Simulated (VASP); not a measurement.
Set up this calculation in VASP 6.6.1, as the native input.

- Task: single point
- Functional: PBE
- Potentials or basis: VASP PAW PBE potentials, release 64 (Ta_pv, N)
- Cutoff: 700 eV
- k mesh: 7 × 7 × 7, shifted
- Occupations: fermi-dirac, width 0.2 eV
- Spin: no spin polarisation
- Dipole correction: no
- Mended: yes
- Further INCAR settings: ALGO = Normal; EDIFF = 1e-06; NBANDS = 15; ISYM = -1

The structure of TaN lies in POSCAR:

```
TaN
1.0
    0.0000000000      2.1790000000      2.1790000000
    2.1790000000      0.0000000000      2.1790000000
    2.1790000000      2.1790000000      0.0000000000
Ta N
1 1
Direct
    0.5000000000      0.5000000000      0.5000000000
    0.0229463056     -0.0229463056      0.0229463056
```

The input as run:

INCAR

```
ALGO = Normal
EDIFF = 1E-6
ENCUT = 700
GGA = PE
GGA_COMPAT = F
ISIF = 2
ISMEAR = -1
ISYM = -1
LASPH = T
LCHARG = F
LREAL = F
LWAVE = F
NBANDS = 15
NELM = 120
PREC = Accurate
SIGMA = 0.2
```

KPOINTS

```
explicit points
172
Reciprocal
  0.07142857   0.07142857   0.07142857 2
  0.07142857   0.07142857   0.21428571 2
  0.07142857   0.07142857   0.35714286 2
  0.07142857   0.07142857   0.50000000 2
  0.07142857   0.07142857   0.64285714 2
  0.07142857   0.07142857   0.78571429 2
[... 164 lines left out ...]
  0.50000000   0.50000000   0.35714286 2
  0.50000000   0.50000000   0.50000000 1
```

Potentials or basis: VASP PAW PBE potentials, release 64 (Ta_pv, N).

The run is started by

```sh
$ cat potpaw_PBE.64/Ta_pv/POTCAR potpaw_PBE.64/N/POTCAR > POTCAR
$ mpirun -np 1 vasp_std > vasp.out
```

Results of the run:

| Item | Value |
| --- | --- |
| Pressure | 18.0 GPa |
| Largest force | 0.970 eV/Å |
| Band gap on the k mesh | zero (bands 8 and 9 overlap by 3.72 eV) |

Caveat: the cell stands under pressure; spin-orbit coupling is left out, which moves the levels of the heavy elements.

It took 49 s on 1 thread of Intel(R) Xeon(R) Platinum 8488C (Sapphire Rapids) (shared host), peak memory 0.23 GiB.
